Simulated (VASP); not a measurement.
# Li4SbPt (P4/mmm) in VASP: single point with PBE

Aim: the single point of Li4SbPt with PBE.

Program: VASP 6.6.1. These are calculated values, not measurements. Logs are shortened: lines on timing, memory, paths and dates and some standing lists are left out, and cuts for length are marked.

### 1 The cell of the first run

Symmetry: P4/mmm, No. 123, tetragonal system. Conventional cell: a = 3.109 Å, b = 3.109 Å, c = 9.326 Å, α = 90.00°, β = 90.00°, γ = 90.00°. Within 3.5 Å of Li (site symmetry 4mm) lie 9 Li at 2.69 to 3.11 Å and 4 Sb at 2.69 Å and 1 Pt at 3.11 Å. Within 3.5 Å of Li (site symmetry 4mm) lie 9 Li at 2.69 to 3.11 Å and 4 Pt at 2.69 Å and 1 Sb at 3.11 Å. Within 3.5 Å of Sb (site symmetry 4/mmm) lie 10 Li at 2.69 to 3.11 Å and 4 Sb at 3.11 Å. Within 3.5 Å of Pt (site symmetry 4/mmm) lie 10 Li at 2.69 to 3.11 Å and 4 Pt at 3.11 Å.

### 2 Single point, PBE

Input file INCAR:

```
  PREC = Accurate
  ENCUT = 520
  EDIFF = 1E-6
  ISMEAR = 0
  SIGMA = 0.1
  LREAL = False
  LASPH = True
  NELM = 60
  ALGO = Normal
  ISIF = 2
  LWAVE = False
  LCHARG = False
  GGA = PE
  NBANDS = 22
```

Input file KPOINTS:

```
Automatic mesh
0
Gamma
  6 6 2
```

Input file POSCAR:

```
Li4SbPt
1.0
    3.1087661200      0.0000000000      0.0000000000
    0.0000000000      3.1087661200      0.0000000000
    0.0000000000      0.0000000000      9.3262983500
Li Sb Pt
4 1 1
Direct
    0.0000000000      0.0000000000      0.1666666700
    0.0000000000      0.0000000000      0.8333333300
    0.5000000000      0.5000000000      0.6666666700
    0.5000000000      0.5000000000      0.3333333300
    0.5000000000      0.5000000000      0.0000000000
    0.0000000000      0.0000000000      0.5000000000
```

Potentials or basis: VASP PAW PBE potentials, release 64 (Li_sv, Sb, Pt).

Run with:

```bash
$ cat potpaw_PBE.64/Li_sv/POTCAR potpaw_PBE.64/Sb/POTCAR potpaw_PBE.64/Pt/POTCAR > POTCAR
$ mpirun -np 1 vasp_std > vasp.out
```

OUTCAR:

```text
PREC = Accurate
   ENCUT = 520
   EDIFF = 1E-6
   ISMEAR = 0
   LREAL = False
   LASPH = True
   NELM = 60
   ISIF = 2
   GGA = PE

 ion  position               nearest neighbor table
   1  0.000  0.000  0.167-   5 2.69   5 2.69   5 2.69   5 2.69
   2  0.000  0.000  0.833-   5 2.69   5 2.69   5 2.69   5 2.69
   3  0.500  0.500  0.667-   6 2.69   6 2.69   6 2.69   6 2.69   5 3.11
   4  0.500  0.500  0.333-   6 2.69   6 2.69   6 2.69   6 2.69   5 3.11
   5  0.500  0.500  0.000-   1 2.69   2 2.69   1 2.69   2 2.69   1 2.69   2 2.69   1 2.69   2 2.69
                             3 3.11   4 3.11
   6  0.000  0.000  0.500-   3 2.69   4 2.69   3 2.69   4 2.69   3 2.69   4 2.69   3 2.69   4 2.69

  LATTYP: Found a simple tetragonal cell.
 ALAT       =     3.1087661200
 C/A-ratio  =     2.9999999968

  Lattice vectors:

 A1 = (   3.1087661200,   0.0000000000,   0.0000000000)
 A2 = (   0.0000000000,   3.1087661200,   0.0000000000)
 A3 = (   0.0000000000,   0.0000000000,   9.3262983500)

Analysis of symmetry for initial positions (statically):
=====================================================================
 Subroutine PRICEL returns:
 Original cell was already a primitive cell.

 Routine SETGRP: Setting up the symmetry group for a
 simple tetragonal supercell.

 Subroutine GETGRP returns: Found 16 space group operations
 (whereof 16 operations were pure point group operations)
 out of a pool of 16 trial point group operations.

The static configuration has the point symmetry D_4h.

Analysis of symmetry for dynamics (positions and initial velocities):
=====================================================================
 Subroutine PRICEL returns:
 Original cell was already a primitive cell.

 Routine SETGRP: Setting up the symmetry group for a
 simple tetragonal supercell.

 Subroutine GETGRP returns: Found 16 space group operations
 (whereof 16 operations were pure point group operations)
 out of a pool of 16 trial point group operations.

The dynamic configuration has the point symmetry D_4h.

 Subroutine INISYM returns: Found 16 space group operations
 (whereof 16 operations are pure point group operations),
 and found     1 'primitive' translations

----------------------------------------------------------------------------------------

                                     Primitive cell

  volume of cell :      90.1333

  direct lattice vectors                    reciprocal lattice vectors
[... 87 lines left out ...]
   LASPH  =      T    aspherical Exc in radial PAW
   ENCUT  =  520.0 eV  38.22 Ry    6.18 a.u.   5.78  5.78 17.34*2*pi/ulx,y,z
   NELM   =     60;   NELMIN=  2; NELMDL= -5     # of ELM steps
   EDIFF  = 0.1E-05   stopping-criterion for ELM
   LREAL  =      F    real-space projection
[... 7 lines left out ...]
   TEBEG  =    0.0;   TEEND  =   0.0 temperature during run
   PSTRESS=    0.0 pullay stress
   NELECT =      27.0000    total number of electrons
   NUPDOWN=      -1.0000    fix difference up-down
   EMIN   =  10.00;   EMAX   =-10.00  energy-range for DOS
   EFERMI =   0.00;   METHOD = LEGACY
   ISMEAR =     0;   SIGMA  =   0.10  broadening in eV -4-tet -1-fermi 0-gaus
   EFERMI_NEDOS =   21; number of points for ismear=-14 and -15
   IALGO  =     38    algorithm
   IMIX   =      4    mixing-type and parameters
     AMIX     =   0.40;   BMIX     =  1.00
     AMIX_MAG =   1.60;   BMIX_MAG =  1.00
  volume/ion in A,a.u.               =      15.02       101.37
  Fermi-wavevector in a.u.,A,eV,Ry     =   1.095387  2.069981 16.325262  1.199873
  Thomas-Fermi vector in A             =   2.231710
   LORBIT       =      0    0 simple, 1 ext, 2 COOP (PROOUT), +10 PAW based schemes
   GGA     = PE    functional components
   LHFCALC =     F    Hartree Fock is set to
   AEXX    =    0.0000 exact exchange contribution
   IVDW    =     0    specifies the selected vdW correction
   LEPSILON=     F    determine dielectric tensor
   LRPA    =     F    only Hartree local field effects (RPA)
 non-spin polarized calculation
 Gauss-broadening in eV      SIGMA  =   0.10
  energy-cutoff  :      520.00
  volume of cell :       90.13
 maximum number of plane-waves:      2480
 NGX is ok and might be reduce to    24
   NGX = 11   NGY = 11   NGZ = 35

 number of electron      26.9999987 magnetization

 Free energy of the ion-electron system (eV)
  ---------------------------------------------------
  ext. energy  EPLUGINS =         0.00000000
  ---------------------------------------------------
  free energy    TOTEN  =       -19.71598742 eV

  energy without entropy =      -19.70835625  energy(sigma->0) =      -19.71217183

 E-fermi :   5.7979     XC(G=0):  -9.7674

 val. band max:        5.7372752607   @ k =   0.5000   0.0000   0.5000
 cond. band min:       5.8220473057   @ k =   0.1667   0.1667   0.5000
 fundamental gap:      0.0847720449
 Fermi energy:         5.7979281200

 k-point     1 :       0.0000    0.0000    0.0000
  band No.  band energies     occupation
      1     -41.0304      2.00000
      2     -41.0266      2.00000
      3     -39.7930      2.00000
      4     -39.7897      2.00000
      5      -6.6943      2.00000
      6      -0.0543      2.00000
[... 489 lines left out ...]
     21       9.8170      0.00000
     22      10.3008      0.00000

------------------------ aborting loop because EDIFF is reached ----------------------------------------

  FORCE on cell =-STRESS in cart. coord.  units (eV):
  Direction    XX          YY          ZZ          XY          YZ          ZX
  --------------------------------------------------------------------------------------
  -------------------------------------------------------------------------------------
  Total        3.2515811      3.2515811     -0.0751978      0.0000000      0.0000000      0.0000000
  in kB       57.7989264     57.7989264     -1.3366893      0.0000000      0.0000000      0.0000000
  external PRESSURE =      38.0870545 kB  Pullay stress =       0.0000000 kB

 VOLUME and BASIS-vectors are now :
 -----------------------------------------------------------------------------
  energy-cutoff  :      520.00
  volume of cell :       90.13
      direct lattice vectors                 reciprocal lattice vectors
     3.108766120  0.000000000  0.000000000     0.321671030  0.000000000  0.000000000
     0.000000000  3.108766120  0.000000000     0.000000000  0.321671030  0.000000000
     0.000000000  0.000000000  9.326298350     0.000000000  0.000000000  0.107223677

 POSITION                                       TOTAL-FORCE (eV/Angst)
 -----------------------------------------------------------------------------------
      0.00000      0.00000      1.55438         0.000000     -0.000000      0.467898
      0.00000      0.00000      7.77192        -0.000000      0.000000     -0.467898
      1.55438      1.55438      6.21753         0.000000     -0.000000     -0.833680
      1.55438      1.55438      3.10877         0.000000     -0.000000      0.833680
      1.55438      1.55438      0.00000         0.000000     -0.000000      0.000000
      0.00000      0.00000      4.66315         0.000000     -0.000000      0.000000
 -----------------------------------------------------------------------------------
    total drift:                                0.000000      0.000000      0.000000

  FREE ENERGIE OF THE ION-ELECTRON SYSTEM (eV)
  ---------------------------------------------------
  free  energy   TOTEN  =       -19.7159874233 eV

  energy  without entropy=      -19.7083562454  energy(sigma->0) =      -19.71217183
```

stdout:

```text
POSCAR found type information on POSCAR LiSbPt
 POSCAR found :  3 types and       6 ions
 scaLAPACK will be used
 LDA part: xc-table for (Slater+PW92), standard interpolation
 POSCAR, INCAR and KPOINTS ok, starting setup
 FFT: planning ... GRIDC
 FFT: planning ... GRID_SOFT
 FFT: planning ... GRID
 WAVECAR not read
 entering main loop
```

Wall time 50 s (1 thread of AMD EPYC 7R13, shared host); peak memory 0.18 GiB.

What came out:

```yaml
Free_energy: -19.7160 eV
Largest_force: 0.834 eV/Å
Band_gap_on_the_k_mesh: zero (an odd number of electrons rules out a gap without spin polarisation)
```

Forces in eV/Å, atoms in the order of the input:
```
Li   0.000  0.000  0.468
Li   0.000  0.000 -0.468
Li   0.000  0.000 -0.834
Li   0.000  0.000  0.834
Sb   0.000  0.000  0.000
Pt   0.000  0.000  0.000
```

Levels at points of the mesh, in eV from the Fermi level:
```csv
k point,band 11,band 12,band 13,band 14,band 15,band 16,band 17,band 18
"(0.00, 0.00, 0.00)",-1.58,-0.91,-0.71,0.55,2.12,2.12,5.69,6.02
"(0.50, 0.00, 0.00)",-1.93,-1.37,-0.43,-0.24,0.64,2.15,3.50,4.48
"(0.50, 0.50, 0.00)",-2.02,-0.46,-0.10,0.94,1.28,1.28,1.46,1.46
"(0.00, 0.00, 0.50)",-1.59,-1.59,-0.91,2.13,2.13,3.05,3.30,6.01
"(0.50, 0.00, 0.50)",-1.93,-1.37,-0.15,-0.06,0.55,2.03,2.43,4.93
"(0.50, 0.50, 0.50)",-2.02,-0.46,-0.10,0.43,0.43,0.93,3.24,3.24
```

Caveat: the cutoff is under 1.25 times the usual one of these potentials, so pressure, stress and relaxed cells hold a basis-set (Pulay) error; spin-orbit coupling is left out, which moves the levels of the heavy elements.

The gap in the log of VASP goes by the Fermi energy; the results here count the filled bands.